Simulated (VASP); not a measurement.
# PbS (Pm-3m) in VASP: notebook, part 2 of 3

VASP 6.6.1. Earlier steps stand in the parts before.

### 3 Single point, r2SCAN

This run uses another cell than the first one, of 24.09 Å³/atom, 1.018 times its volume.

File POSCAR:

```
PbS
1.0
    3.6387428152      0.0000000000      0.0000000000
    0.0000000000      3.6387428152      0.0000000000
    0.0000000000      0.0000000000      3.6387428152
Pb S
1 1
Direct
    0.0000000000      0.0000000000      0.0000000000
    0.5000000000      0.5000000000      0.5000000000
```

File INCAR.step1:

```
SYSTEM = PbS
  PREC = Accurate
  ENCUT = 520
  ISMEAR = -1
  SIGMA = 0.05
  LREAL = .False.
  LASPH = .True.
  NELM = 60
  NBANDS = 17
  GGA = PE
  ALGO = Normal
  EDIFF = 1E-4
  LWAVE = .True.
  LCHARG = .False.
```

File INCAR.step2:

```
SYSTEM = PbS
  PREC = Accurate
  ENCUT = 520
  EDIFF = 1E-6
  ISMEAR = -1
  SIGMA = 0.05
  LREAL = .False.
  LASPH = .True.
  NELM = 60
  ALGO = Normal
  ISIF = 2
  LWAVE = .False.
  LCHARG = .False.
  METAGGA = R2SCAN
  LMIXTAU = .True.
  NBANDS = 17
  ISTART = 1
```

File KPOINTS:

```
regular mesh
0
Gamma
  7 7 7
  0 0 0
```

Potentials or basis: VASP PAW PBE potentials, release 64 (Pb_d, S).

Run with:

```console
$ cat potpaw_PBE.64/Pb_d/POTCAR potpaw_PBE.64/S/POTCAR > POTCAR
$ cp INCAR.step1 INCAR
$ mpirun -np 1 vasp_std > vasp.out
$ cp INCAR.step2 INCAR
$ mpirun -np 1 vasp_std > vasp.out
```

OUTCAR:

```text
SYSTEM = PbS
   PREC = Accurate
   ENCUT = 520
   EDIFF = 1E-6
   ISMEAR = -1
   LREAL = .False.
   LASPH = .True.
   NELM = 60
   ISIF = 2
   METAGGA = R2SCAN
   ISTART = 1

 ion  position               nearest neighbor table
   1  0.000  0.000  0.000-   2 3.15   2 3.15   2 3.15   2 3.15   2 3.15   2 3.15   2 3.15   2 3.15

   2  0.500  0.500  0.500-   1 3.15   1 3.15   1 3.15   1 3.15   1 3.15   1 3.15   1 3.15   1 3.15

  LATTYP: Found a simple cubic cell.
 ALAT       =     3.6387428152

  Lattice vectors:

 A1 = (   3.6387428152,   0.0000000000,   0.0000000000)
 A2 = (   0.0000000000,   3.6387428152,   0.0000000000)
 A3 = (   0.0000000000,   0.0000000000,   3.6387428152)

Analysis of symmetry for initial positions (statically):
=====================================================================
 Subroutine PRICEL returns:
 Original cell was already a primitive cell.

 Routine SETGRP: Setting up the symmetry group for a
 simple cubic supercell.

 Subroutine GETGRP returns: Found 48 space group operations
 (whereof 48 operations were pure point group operations)
 out of a pool of 48 trial point group operations.

The static configuration has the point symmetry O_h .

Analysis of symmetry for dynamics (positions and initial velocities):
=====================================================================
 Subroutine PRICEL returns:
 Original cell was already a primitive cell.

 Routine SETGRP: Setting up the symmetry group for a
 simple cubic supercell.

 Subroutine GETGRP returns: Found 48 space group operations
 (whereof 48 operations were pure point group operations)
 out of a pool of 48 trial point group operations.

The dynamic configuration has the point symmetry O_h .

 Subroutine INISYM returns: Found 48 space group operations
 (whereof 48 operations are pure point group operations),
 and found     1 'primitive' translations

----------------------------------------------------------------------------------------

                                     Primitive cell

  volume of cell :      48.1786

  direct lattice vectors                    reciprocal lattice vectors
     3.638742815  0.000000000  0.000000000     0.274820192  0.000000000  0.000000000
     0.000000000  3.638742815  0.000000000     0.000000000  0.274820192  0.000000000
     0.000000000  0.000000000  3.638742815     0.000000000  0.000000000  0.274820192

  length of vectors
     3.638742815  3.638742815  3.638742815     0.274820192  0.274820192  0.274820192

  position of ions in fractional coordinates (direct lattice)
     0.000000000  0.000000000  0.000000000
     0.500000000  0.500000000  0.500000000

  ion indices of the primitive-cell ions
   primitive index   ion index
                 1           1
                 2           2

----------------------------------------------------------------------------------------

 KPOINTS: regular mesh

Automatic generation of k-mesh.
 Grid dimensions read from file:
 generate k-points for:    7    7    7

 Generating k-lattice:

  Cartesian coordinates                     Fractional coordinates (reciprocal lattice)
     0.039260027  0.000000000  0.000000000     0.142857143  0.000000000  0.000000000
     0.000000000  0.039260027  0.000000000     0.000000000  0.142857143  0.000000000
     0.000000000  0.000000000  0.039260027     0.000000000  0.000000000  0.142857143

  Length of vectors
     0.039260027  0.039260027  0.039260027

  Shift w.r.t. Gamma in fractional coordinates (k-lattice)
     0.000000000  0.000000000  0.000000000

 Subroutine IBZKPT returns following result:
 ===========================================

 Found     20 irreducible k-points:

 Following reciprocal coordinates:
            Coordinates               Weight
  0.000000  0.000000  0.000000      1.000000
  0.142857  0.000000  0.000000      6.000000
  0.285714  0.000000  0.000000      6.000000
  0.428571  0.000000  0.000000      6.000000
  0.142857  0.142857  0.000000     12.000000
  0.285714  0.142857  0.000000     24.000000
[... 12 lines left out ...]
  0.428571  0.428571  0.285714     24.000000
  0.428571  0.428571  0.428571      8.000000
   k-points           NKPTS =     20   k-points in BZ     NKDIM =     20   number of bands    NBANDS=     17
   number of dos      NEDOS =    301   number of ions     NIONS =      2
   total plane-waves  NPLWV =  21952
   dimension x,y,z NGX =    28 NGY =   28 NGZ =   28
   dimension x,y,z NGXF=    56 NGYF=   56 NGZF=   56
   ions per type =               1   1
   NGX,Y,Z   is equivalent  to a cutoff of  12.79, 12.79, 12.79 a.u.
   NGXF,Y,Z  is equivalent  to a cutoff of  25.59, 25.59, 25.59 a.u.
 SYSTEM =  PbS
   PREC   = accura    normal or accurate (medium, high low for compatibility)
   ISTART =      1    job   : 0-new  1-cont  2-samecut
   ICHARG =      0    charge: 1-file 2-atom 10-const
   ISPIN  =      1    spin polarized calculation?
   LNONCOLLINEAR =      F non collinear calculations
   LSORBIT =      F    spin-orbit coupling
   LASPH  =      T    aspherical Exc in radial PAW
   ENCUT  =  520.0 eV  38.22 Ry    6.18 a.u.   6.77  6.77  6.77*2*pi/ulx,y,z
   NELM   =     60;   NELMIN=  2; NELMDL=  0     # of ELM steps
   EDIFF  = 0.1E-05   stopping-criterion for ELM
   LREAL  =      F    real-space projection
   EDIFFG = 0.1E-04   stopping-criterion for IOM
   NSW    =      0    number of steps for IOM
   IBRION =     -1    ionic relax: 0-MD 1-quasi-New 2-CG
   NFREE  =      0    steps in history (QN), initial steepest desc. (CG)
   ISIF   =      2    stress and relaxation
   ISYM   =      2    0-nonsym 1-usesym 2-fastsym
   POTIM  = 0.5000    time-step for ionic-motion
   TEBEG  =    0.0;   TEEND  =   0.0 temperature during run
   PSTRESS=    0.0 pullay stress
   NELECT =      20.0000    total number of electrons
   NUPDOWN=      -1.0000    fix difference up-down
   EMIN   =  10.00;   EMAX   =-10.00  energy-range for DOS
   EFERMI =   0.00;   METHOD = LEGACY
   ISMEAR =    -1;   SIGMA  =   0.05  broadening in eV -4-tet -1-fermi 0-gaus
   EFERMI_NEDOS =   21; number of points for ismear=-14 and -15
   IALGO  =     38    algorithm
   IMIX   =      4    mixing-type and parameters
     AMIX     =   0.40;   BMIX     =  1.00
     AMIX_MAG =   1.60;   BMIX_MAG =  1.00
  volume/ion in A,a.u.               =      24.09       162.56
  Fermi-wavevector in a.u.,A,eV,Ry     =   1.221238  2.307804 20.292015  1.491421
  Thomas-Fermi vector in A             =   2.356427
   LORBIT       =      0    0 simple, 1 ext, 2 COOP (PROOUT), +10 PAW based schemes
   METAGGA = R2SCAN    functional components
   LHFCALC =     F    Hartree Fock is set to
   AEXX    =    0.0000 exact exchange contribution
   IVDW    =     0    specifies the selected vdW correction
   LEPSILON=     F    determine dielectric tensor
   LRPA    =     F    only Hartree local field effects (RPA)
 non-spin polarized calculation
  energy-cutoff  :      520.00
  volume of cell :       48.18
 maximum number of plane-waves:      1313
 NGX is ok and might be reduce to    28
   NGX = 13   NGY = 13   NGZ = 13

 number of electron      19.9999995 magnetization

 Free energy of the ion-electron system (eV)
  ---------------------------------------------------
  ext. energy  EPLUGINS =         0.00000000
  ---------------------------------------------------
  free energy    TOTEN  =       -65.08033666 eV

  energy without entropy =      -65.07771738  energy(sigma->0) =      -65.07902702

 E-fermi :   6.1474     XC(G=0): -10.7665

 val. band max:        5.9772541768   @ k =   0.2857   0.1429   0.1429
 cond. band min:       6.2782559408   @ k =   0.4286   0.4286   0.4286
 fundamental gap:      0.3010017641
 Fermi energy:         6.1474210947

 k-point     1 :       0.0000    0.0000    0.0000
  band No.  band energies     occupation
      1     -11.4665      2.00000
      2     -11.4665      2.00000
      3     -11.2447      2.00000
      4     -11.2447      2.00000
      5     -11.2447      2.00000
      6      -7.6233      2.00000
[... 9 lines left out ...]
     16      19.5192      0.00000
     17      19.5193      0.00000
[... 361 lines left out ...]
 k-point    20 :       0.4286    0.4286    0.4286
  band No.  band energies     occupation
      1     -11.3752      2.00000
      2     -11.3686      2.00000
      3     -11.3686      2.00000
      4     -11.2085      2.00000
      5     -11.2085      2.00000
      6      -5.2760      2.00000
[... 9 lines left out ...]
     16      20.0598      0.00000
     17      23.4520      0.00000

------------------------ aborting loop because EDIFF is reached ----------------------------------------

  FORCE on cell =-STRESS in cart. coord.  units (eV):
  Direction    XX          YY          ZZ          XY          YZ          ZX
  --------------------------------------------------------------------------------------
  -------------------------------------------------------------------------------------
  Total        0.0046728      0.0046728      0.0046728      0.0000000     -0.0000000      0.0000000
  in kB        0.1553941      0.1553941      0.1553941      0.0000000     -0.0000000      0.0000000
  external PRESSURE =       0.1553941 kB  Pullay stress =       0.0000000 kB

 VOLUME and BASIS-vectors are now :
 -----------------------------------------------------------------------------
  energy-cutoff  :      520.00
  volume of cell :       48.18
      direct lattice vectors                 reciprocal lattice vectors
     3.638742815  0.000000000  0.000000000     0.274820192  0.000000000  0.000000000
     0.000000000  3.638742815  0.000000000     0.000000000  0.274820192  0.000000000
     0.000000000  0.000000000  3.638742815     0.000000000  0.000000000  0.274820192

 POSITION                                       TOTAL-FORCE (eV/Angst)
 -----------------------------------------------------------------------------------
      0.00000      0.00000      0.00000         0.000000      0.000000      0.000000
      1.81937      1.81937      1.81937         0.000000      0.000000      0.000000
 -----------------------------------------------------------------------------------
    total drift:                               -0.000000      0.000000      0.000000

  FREE ENERGIE OF THE ION-ELECTRON SYSTEM (eV)
  ---------------------------------------------------
  free  energy   TOTEN  =       -65.0803366618 eV

  energy  without entropy=      -65.0777173772  energy(sigma->0) =      -65.07902702
```

Run time: 41 s. Hardware: 1 thread of Intel Xeon 6975P-C (Granite Rapids), shared host; peak memory 0.17 GiB.

Results:

```yaml
Free_energy: -65.0803 eV
Pressure: 0.0 GPa
Band_gap_on_the_k_mesh: 0.30 eV, indirect (least direct gap 1.67 eV)
```

Caveat: the PAW data sets were made with another functional, which shifts forces and pressure a little; spin-orbit coupling is left out, which moves the levels of the heavy elements. A k mesh can miss the band edges.

### 4 Single point, r2SCAN+D3(BJ)

This run uses another cell than the first one, of 24.39 Å³/atom, 1.031 times its volume.

File POSCAR:

```
PbS
1.0
    3.6536590000      0.0000000000      0.0000000000
    0.0000000000      3.6536590000      0.0000000000
    0.0000000000      0.0000000000      3.6536590000
Pb S
1 1
Direct
    0.0000000000      0.0000000000      0.0000000000
    0.5000000000      0.5000000000      0.5000000000
```

File INCAR.step1:

```
PREC     = Accurate       # precision mode
ENCUT    = 520            # plane-wave cutoff, eV
ISMEAR   = -1             # smearing method
SIGMA    = 0.05           # smearing width, eV
LREAL    = False          # projectors in reciprocal space
LASPH    = True           # aspherical terms in the spheres
NELM     = 100            # most SCF steps
NBANDS   = 17             # bands
GGA      = PE             # functional
ALGO     = Normal         # electronic algorithm
EDIFF    = 1E-4           # SCF threshold, eV
LWAVE    = True           # write WAVECAR
LCHARG   = False          # write CHGCAR
```

File INCAR.step2:

```
PREC     = Accurate       # precision mode
ENCUT    = 520            # plane-wave cutoff, eV
EDIFF    = 1E-6           # SCF threshold, eV
ISMEAR   = -1             # smearing method
SIGMA    = 0.05           # smearing width, eV
LREAL    = False          # projectors in reciprocal space
LASPH    = True           # aspherical terms in the spheres
NELM     = 100            # most SCF steps
ALGO     = Normal         # electronic algorithm
ISIF     = 2              # what is computed and relaxed
LWAVE    = False          # write WAVECAR
LCHARG   = True           # write CHGCAR
METAGGA  = R2SCAN         # meta-GGA
LMIXTAU  = True         
IVDW     = 12             # dispersion correction
VDW_S6   = 1.0          
VDW_S8   = 0.78981345   
VDW_A1   = 0.49484001   
VDW_A2   = 5.73083694   
LELF     = True           # ELF
LVHAR    = True         
NBANDS   = 17             # bands
ISTART   = 1
```

File KPOINTS:

```
Automatic mesh
0
Gamma
  7 7 7
```

Potentials or basis: VASP PAW PBE potentials, release 64 (Pb_d, S).

Run with:

```console
$ cat potpaw_PBE.64/Pb_d/POTCAR potpaw_PBE.64/S/POTCAR > POTCAR
$ cp INCAR.step1 INCAR
$ mpirun -np 1 vasp_std > vasp.out
$ cp INCAR.step2 INCAR
$ mpirun -np 1 vasp_std > vasp.out
```

OUTCAR:

```text
PREC = Accurate
   ENCUT = 520
   EDIFF = 1E-6
   ISMEAR = -1
   LREAL = False
   LASPH = True
   NELM = 100
   ISIF = 2
   METAGGA = R2SCAN
   IVDW = 12
   ISTART = 1
 IVDW          = 12

 ion  position               nearest neighbor table
   1  0.000  0.000  0.000-   2 3.16   2 3.16   2 3.16   2 3.16   2 3.16   2 3.16   2 3.16   2 3.16

   2  0.500  0.500  0.500-   1 3.16   1 3.16   1 3.16   1 3.16   1 3.16   1 3.16   1 3.16   1 3.16

  LATTYP: Found a simple cubic cell.
 ALAT       =     3.6536590000

  Lattice vectors:

 A1 = (   3.6536590000,   0.0000000000,   0.0000000000)
 A2 = (   0.0000000000,   3.6536590000,   0.0000000000)
 A3 = (   0.0000000000,   0.0000000000,   3.6536590000)

Analysis of symmetry for initial positions (statically):
=====================================================================
 Subroutine PRICEL returns:
 Original cell was already a primitive cell.

 Routine SETGRP: Setting up the symmetry group for a
 simple cubic supercell.

 Subroutine GETGRP returns: Found 48 space group operations
 (whereof 48 operations were pure point group operations)
 out of a pool of 48 trial point group operations.

The static configuration has the point symmetry O_h .

Analysis of symmetry for dynamics (positions and initial velocities):
=====================================================================
 Subroutine PRICEL returns:
 Original cell was already a primitive cell.

 Routine SETGRP: Setting up the symmetry group for a
 simple cubic supercell.

 Subroutine GETGRP returns: Found 48 space group operations
 (whereof 48 operations were pure point group operations)
 out of a pool of 48 trial point group operations.

The dynamic configuration has the point symmetry O_h .

 Subroutine INISYM returns: Found 48 space group operations
[... 106 lines left out ...]
   EFERMI =   0.00;   METHOD = LEGACY
   ISMEAR =    -1;   SIGMA  =   0.05  broadening in eV -4-tet -1-fermi 0-gaus
   EFERMI_NEDOS =   21; number of points for ismear=-14 and -15
   IALGO  =     38    algorithm
   IMIX   =      4    mixing-type and parameters
     AMIX     =   0.40;   BMIX     =  1.00
     AMIX_MAG =   1.60;   BMIX_MAG =  1.00
  volume/ion in A,a.u.               =      24.39       164.57
  Fermi-wavevector in a.u.,A,eV,Ry     =   1.216252  2.298383 20.126668  1.479268
  Thomas-Fermi vector in A             =   2.351612
   LORBIT       =      0    0 simple, 1 ext, 2 COOP (PROOUT), +10 PAW based schemes
   METAGGA = R2SCAN    functional components
   LHFCALC =     F    Hartree Fock is set to
   AEXX    =    0.0000 exact exchange contribution
   IVDW    =    12    specifies the selected vdW correction
   LEPSILON=     F    determine dielectric tensor
   LRPA    =     F    only Hartree local field effects (RPA)
 non-spin polarized calculation
  energy-cutoff  :      520.00
  volume of cell :       48.77
 maximum number of plane-waves:      1357
 NGX is ok and might be reduce to    28
   NGX = 13   NGY = 13   NGZ = 13

 number of electron      19.9999995 magnetization

 Free energy of the ion-electron system (eV)
  ---------------------------------------------------
  ext. energy  EPLUGINS =         0.00000000
  ---------------------------------------------------
  free energy    TOTEN  =       -65.07925017 eV

  energy without entropy =      -65.07722569  energy(sigma->0) =      -65.07823793

 E-fermi :   6.0123     XC(G=0): -10.7022

 val. band max:        5.8281285002   @ k =   0.1429   0.1429   0.1429
 cond. band min:       6.1612453776   @ k =   0.4286   0.4286   0.4286
 fundamental gap:      0.3331168773
 Fermi energy:         6.0122772480

 k-point     1 :       0.0000    0.0000    0.0000
  band No.  band energies     occupation
      1     -11.6106      2.00000
      2     -11.6106      2.00000
      3     -11.3967      2.00000
      4     -11.3967      2.00000
      5     -11.3967      2.00000
      6      -7.6764      2.00000
[... 377 lines left out ...]
      4     -11.3629      2.00000
      5     -11.3629      2.00000
      6      -5.3919      2.00000
[... 9 lines left out ...]
     16      19.8214      0.00000
     17      23.2314      0.00000

------------------------ aborting loop because EDIFF is reached ----------------------------------------

 Edisp (eV)   -0.35012

 E8    (eV) :    -0.1236

  FORCE on cell =-STRESS in cart. coord.  units (eV):
  Direction    XX          YY          ZZ          XY          YZ          ZX
  --------------------------------------------------------------------------------------
  -------------------------------------------------------------------------------------
  Total      -0.58737    -0.58737    -0.58737    -0.00000    -0.00000    -0.00000
  in kB     -19.29487   -19.29487   -19.29487    -0.00000    -0.00000    -0.00000
  external pressure =      -19.29 kB  Pullay stress =        0.00 kB

 VOLUME and BASIS-vectors are now :
 -----------------------------------------------------------------------------
  energy-cutoff  :      520.00
  volume of cell :       48.77
      direct lattice vectors                 reciprocal lattice vectors
     3.653659000  0.000000000  0.000000000     0.273698230  0.000000000  0.000000000
     0.000000000  3.653659000  0.000000000     0.000000000  0.273698230  0.000000000
     0.000000000  0.000000000  3.653659000     0.000000000  0.000000000  0.273698230

 POSITION                                       TOTAL-FORCE (eV/Angst)
 -----------------------------------------------------------------------------------
      0.00000      0.00000      0.00000         0.000000      0.000000      0.000000
      1.82683      1.82683      1.82683         0.000000      0.000000      0.000000
 -----------------------------------------------------------------------------------
    total drift:                               -0.000000      0.000000      0.000000

  FREE ENERGIE OF THE ION-ELECTRON SYSTEM (eV)
  ---------------------------------------------------
  free  energy   TOTEN  =       -65.4293722352 eV

  energy  without entropy=      -65.4273477549  energy(sigma->0) =      -65.42836000
```

Wall time 48 s (1 thread of Intel Xeon 6975P-C (Granite Rapids), shared host); peak memory 0.17 GiB.

What came out:

* Free energy: -65.4294 eV
* Pressure: -1.9 GPa
* Band gap on the k mesh: 0.33 eV, indirect (least direct gap 1.66 eV)
* Dispersion energy per atom: -0.175 eV

Caveat: three body term missing; the PAW data sets were made with another functional, which shifts forces and pressure a little; spin-orbit coupling is left out, which moves the levels of the heavy elements. A k mesh can miss the band edges.

(Part 2 of 3 ends here.)
